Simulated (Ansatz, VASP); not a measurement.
# One calculation of CsPbCl3, two programs

Contents of INCAR:

```
SYSTEM = CsPbCl3
PREC = Accurate
ENCUT = 520
EDIFF = 1E-6
ISMEAR = 0
SIGMA = 0.05
LREAL = .False.
LASPH = .True.
NELM = 80
ALGO = Normal
ISIF = 2
LWAVE = .False.
LCHARG = .False.
GGA = PE
NBANDS = 30
```

KPOINTS

```
regular mesh
0
Gamma
  6 6 6
  0 0 0
```

The input POSCAR:

```
CsPbCl3
1.0
    5.6087208691      0.1456810615      0.1456810615
    0.1456810615      5.6087208691      0.1456810615
    0.1456810615      0.1456810615      5.6087208691
Cs Pb Cl
1 1 3
Direct
    0.0000000000      0.0000000000      0.0000000000
    0.5000000000      0.5000000000      0.5000000000
    0.0000000000      0.5000000000      0.5000000000
    0.5000000000      0.0000000000      0.5000000000
    0.5000000000      0.5000000000      0.0000000000
```

Input for Ansatz:

```yaml
crystal:
  lattice:
    - [5.6087208691, 0.1456810615, 0.1456810615]
    - [0.1456810615, 5.6087208691, 0.1456810615]
    - [0.1456810615, 0.1456810615, 5.6087208691]
  atoms:
    - { symbol: Cs, position: [0.0, 0.0, 0.0] }
    - { symbol: Pb, position: [0.5, 0.5, 0.5] }
    - { symbol: Cl, position: [0.0, 0.5, 0.5] }
    - { symbol: Cl, position: [0.5, 0.0, 0.5] }
    - { symbol: Cl, position: [0.5, 0.5, 0.0] }
basis:
  ecutwfc: 420
kpoints:
  mp_grid: { grid: [6, 6, 6] }
hamiltonian:
  xc: pbe
scf:
  occupations: { method: gaussian, width: 0.05 }
output:
  forces: true
  stress: true
  eigenvalues: true
  write_density: true
  write_potential: true
  elf: true
  volumetric_format: npy
```

Alike in both runs: task single point; functional PBE; k mesh 6 × 6 × 6; occupations gaussian, width 0.05 eV; no spin polarisation.

|  | VASP | Ansatz |
| --- | --- | --- |
| version | VASP 6.6.1 | Ansatz 0.2.0 |
| potentials or method | VASP PAW PBE potentials, release 64 (Cs_sv, Pb_d, Cl), cutoff 520 eV | scalar-relativistic, plane waves, PAW |
| valence electrons in the cell | 44 | 44 |

|  | VASP | Ansatz | Ansatz less VASP |
| --- | --- | --- | --- |
| gap on the k mesh at the Fermi level (eV) | 1.85 | 1.85 | -0.009 |
| least direct gap on the mesh (eV) | 1.85 | 1.85 | -0.009 |
| pressure (GPa) | 1.7 | 1.7 | +0.05 |
| traceless stress, the component that is largest in VASP (GPa) | -0.25 | -0.25 | +0.002 |

With one functional, cell and mesh, what is left measures potentials, basis and numerics.

Neither program's run includes spin-orbit coupling.
